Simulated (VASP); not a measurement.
# LiF: vibrations by perturbation theory with PBEsol

Crystal: LiF.

```
Li F
1.0
     0.00000    2.01724    2.01724
     2.01724    0.00000    2.01724
     2.01724    2.01724    0.00000
Li F
1 1
Direct
  0.00000 0.00000 0.00000
  0.50000 0.50000 0.50000
```

This cell differs from its parent crystal: volume scaled by 1.020.

```yaml
Program: VASP 6.6.1
Task: vibrations by perturbation theory
Functional: PBEsol
Potentials_or_basis: VASP PAW PBE potentials, release 64 (Li_sv, F)
Cutoff: 520 eV
k_mesh: 10 × 10 × 10
Occupations: gaussian, width 0.01 eV
Spin: no spin polarisation
Dipole_correction: no
Further_INCAR_settings: ALGO = Normal; EDIFF = 1e-08; IBRION = 8; NSW = 1
```

```yaml
Highest_phonon_frequency_at_Γ_LO-TO_splitting_left_out: 293 cm⁻¹
```

Phonon frequencies in cm⁻¹ (negative: imaginary):
```csv
q point,frequencies
"(0.000, 0.000, 0.000)",0 0 0 293 293 293
```

Wall time 30 s on 1 thread of Intel(R) Xeon(R) 6975P-C (Granite Rapids), on a shared host, peak memory 0.16 GiB.

Caveat: the cell wasn't relaxed at this level first, which shifts response properties.
